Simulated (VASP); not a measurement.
Input of a VASP 6.6.1 run:

INCAR

```
  PREC = Accurate
  ENCUT = 520
  EDIFF = 1E-6
  ISMEAR = 0
  SIGMA = 0.02
  LREAL = F
  LASPH = T
  NELM = 60
  ALGO = Normal
  ISIF = 2
  LWAVE = F
  LCHARG = F
  GGA = PE
  NBANDS = 11
```

Contents of KPOINTS:

```
Automatic mesh
0
Gamma
  12 12 12
```

Contents of POSCAR:

```
C
1.0
    0.0000000000      1.8714464580      1.8714464580
    1.8714464580      0.0000000000      1.8714464580
    1.8714464580      1.8714464580      0.0000000000
C
2
Direct
    0.5000000000      0.5000000000      0.5000000000
    0.7500000000      0.7500000000      0.7500000000
```

Potentials or basis: VASP PAW PBE potentials, release 64 (C).

Run with:

```sh
$ cat potpaw_PBE.64/C/POTCAR > POTCAR
$ mpirun -np 1 vasp_std > vasp.out
```

Q: Predict the band gap on the k mesh.

A: 3.83 eV, indirect (least direct gap 5.19 eV).

Q: Estimate the pressure.

A: -46.5 GPa.

Caveat: the cell differs from its parent crystal (strained). A k mesh can miss the band edges.
